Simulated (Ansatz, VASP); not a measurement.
**Two plane-wave programs on Se**

INCAR

```
SYSTEM = Se
PREC     = Accurate       ! precision mode
ENCUT    = 520            ! plane-wave cutoff, eV
EDIFF    = 1E-6           ! SCF threshold, eV
ISMEAR   = 0              ! smearing method
SIGMA    = 0.05           ! smearing width, eV
LREAL    = .False.        ! projectors in reciprocal space
LASPH    = .True.         ! aspherical terms in the spheres
NELM     = 100            ! most SCF steps
ALGO     = Normal         ! electronic algorithm
ISIF     = 2              ! what is computed and relaxed
LWAVE    = .False.        ! write WAVECAR
LCHARG   = .False.        ! write CHGCAR
GGA      = PE             ! functional
IVDW     = 12             ! dispersion correction
NBANDS   = 16             ! bands
```

Contents of KPOINTS:

```
Automatic mesh
0
Gamma
  12 12 8
  0 0 0
```

POSCAR

```
Se
1.0
    4.2154402845      0.0000000000      0.0000000000
   -2.1077201422      3.6506783745      0.0000000000
    0.0000000000      0.0000000000      4.9029785949
Se
3
Direct
    0.2473450691      0.0000000000      0.3333333333
    0.0000000000      0.2473450691      0.6666666667
    0.7526549309      0.7526549309      0.0000000000
```

Input for Ansatz:

```yaml
crystal:
  lattice:
    - [4.2154402845, 0.0, 0.0]
    - [-2.1077201422, 3.6506783745, 0.0]
    - [0.0, 0.0, 4.9029785949]
  atoms:
    - { symbol: Se, position: [0.2473450684, 0.0, 0.3333333333] }
    - { symbol: Se, position: [0.0, 0.2473450684, 0.6666666667] }
    - { symbol: Se, position: [0.7526549316, 0.7526549316, 0.0] }
basis:
  ecutwfc: 420
kpoints:
  mp_grid: { grid: [12, 12, 8] }
hamiltonian:
  xc: pbe
  dispersion: d3bj
scf:
  occupations: { method: gaussian, width: 0.05 }
output:
  forces: true
  stress: true
  eigenvalues: true
```

Alike in both runs: task single point; functional PBE; dispersion D3(BJ); k mesh 12 × 12 × 8; occupations gaussian, width 0.05 eV; no spin polarisation.

```csv
,VASP,Ansatz
version,VASP 6.6.1,Ansatz 0.2.0
potentials or method,"VASP PAW PBE potentials, release 64 (Se), cutoff 520 eV","scalar-relativistic, plane waves, PAW"
valence electrons in the cell,18,48
```

Ansatz gave:

```
gap on the k mesh at the Fermi level (eV)                     : 0.58
least direct gap on the mesh (eV)                             : 1.13
pressure (GPa)                                                : -0.2
traceless stress, the component that is largest in VASP (GPa) : 1.64
rms of the force components (eV/Å)                            : 0.085
```

Task: Estimate VASP's values.

Result: gap on the k mesh at the Fermi level (eV): 0.58; least direct gap on the mesh (eV): 1.12; pressure (GPa): -0.1; traceless stress, the component that is largest in VASP (GPa): 1.67; rms of the force components (eV/Å): 0.072.

Atom by atom the forces differ by 0.013 eV/Å (rms over components). VASP's potentials hold 18 valence electrons a cell and Ansatz's 48, so a difference there can come from the potentials and not from the codes.
